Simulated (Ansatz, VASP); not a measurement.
**ZrB2 in VASP and in Ansatz**

```
Zr B
1.0
     3.16721    0.00000    0.00000
    -1.58360    2.74288    0.00000
     0.00000    0.00000    3.55258
Zr B
1 2
Direct
  0.00000 0.00000 0.00000
  0.33333 0.66667 0.50000
  0.66667 0.33333 0.50000
```

Alike in both runs: functional r2SCAN; k mesh 11 × 11 × 9; occupations fermi-dirac, width 0.1 eV; no spin polarisation.

Ansatz relaxed the structure, and its values are those at the end. VASP's run is a single point on that final structure, the one shown.

```csv
,VASP,Ansatz
version,VASP 6.6.1,Ansatz 0.2.0
potentials or method,"VASP PAW PBE potentials, release 64 (Zr_sv, B), cutoff 520 eV",PAW plane waves
valence electrons in the cell,18,18
```

```tsv
	VASP	Ansatz	Ansatz less VASP
gap on the k mesh at the Fermi level (eV)	none	none	-
pressure (GPa)	0.0	0.0	-0.04
```

VASP's potentials were made for PBE, not for r2SCAN. A gap of «none» marks a metal or a gap that the smearing closes.
